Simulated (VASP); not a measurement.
A run of VASP 6.6.1:

Contents of INCAR:

```
SYSTEM = Ti2InC6
  ALGO = Normal
  EDIFF = 1E-7
  ENCUT = 520
  GGA = PE
  ISIF = 2
  ISMEAR = 0
  ISPIN = 2
  LASPH = .TRUE.
  LCHARG = .FALSE.
  LMAXMIX = 4
  LORBIT = 11
  LREAL = .FALSE.
  LWAVE = .FALSE.
  MAGMOM = 1 1 0 0 0 0 0 0 0
  NBANDS = 44
  NELM = 150
  PREC = Accurate
  SIGMA = 0.1
```

Contents of KPOINTS:

```
k-points
0
G
  4 4 4
  0 0 0
```

File POSCAR:

```
Ti2InC6
1.0
    0.0000000000      3.5120309564      3.5120309564
    3.5120309564      0.0000000000      3.5120309564
    3.5120309564      3.5120309564      0.0000000000
Ti In C
2 1 6
Direct
    0.2500000000      0.2500000000      0.2500000000
    0.7500000000      0.7500000000      0.7500000000
    0.0000000000      0.0000000000      0.0000000000
    0.6756784941      0.3243215059      0.3243215059
    0.3243215059      0.6756784941      0.6756784941
    0.3243215059      0.6756784941      0.3243215059
    0.6756784941      0.3243215059      0.6756784941
    0.3243215059      0.3243215059      0.6756784941
    0.6756784941      0.6756784941      0.3243215059
```

Potentials or basis: VASP PAW PBE potentials, release 64 (Ti_sv, In_d, C).

Command:

```bash
$ cat potpaw_PBE.64/Ti_sv/POTCAR potpaw_PBE.64/In_d/POTCAR potpaw_PBE.64/C/POTCAR > POTCAR
$ mpirun -np 1 vasp_std > vasp.out
```

Hardware: 1 thread of Intel(R) Xeon(R) Platinum 8488C (Sapphire Rapids), with other jobs on the host.

How long does it take, and how much memory?

It took 97 s on 1 thread of Intel(R) Xeon(R) Platinum 8488C (Sapphire Rapids), on a shared host, peak memory 0.3 GiB. Counts: scf iterations 22, k points 8.
